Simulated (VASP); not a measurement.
A run of VASP 6.6.1 is set up as follows.

INCAR

```
SYSTEM = HgRuPt3
PREC = Accurate
ENCUT = 600
EDIFF = 1E-7
ISMEAR = 0
SIGMA = 0.1
LREAL = .FALSE.
LASPH = .TRUE.
NELM = 60
ALGO = Fast
ISIF = 3
LWAVE = .FALSE.
LCHARG = .FALSE.
GGA = PE
IBRION = 2
NSW = 90
EDIFFG = -0.04
```

File KPOINTS:

```
regular mesh
0
G
  4 4 4
  0 0 0
```

The input POSCAR:

```
HgRuPt3
1.0
    4.2964348518      0.0000000000      0.0000000000
    0.0000000000      4.2964348518      0.0000000000
    0.0000000000      0.0000000000      4.2964348518
Hg Ru Pt
1 1 3
Direct
    0.0000000000      0.0000000000      0.0000000000
    0.5000000000      0.5000000000      0.5000000000
    0.0000000000      0.5000000000      0.5000000000
    0.5000000000      0.0000000000      0.5000000000
    0.5000000000      0.5000000000      0.0000000000
```

Potentials or basis: VASP PAW PBE potentials, release 64 (Hg, Ru_pv, Pt).

Run with:

```bash
$ cat potpaw_PBE.64/Hg/POTCAR potpaw_PBE.64/Ru_pv/POTCAR potpaw_PBE.64/Pt/POTCAR > POTCAR
$ mpirun -np 1 vasp_std > vasp.out
```

(1) Predict the band gap on the k mesh.

(2) Estimate the space group after relaxing (to 0.1 Å).

(3) What does it give for the relaxed cell?

## Answers

(1) zero (bands 28 and 29 overlap by 2.03 eV).

(2) Pm-3m (No. 221).

(3) a = 4.806 Å, b = 4.806 Å, c = 4.806 Å, α = 90.00°, β = 90.00°, γ = 90.00°.

Caveat: the k points lie up to 0.33 Å⁻¹ apart in the final cell, too coarse for converged energies and pressures of a metal; spin-orbit coupling is left out, which moves the levels of the heavy elements.
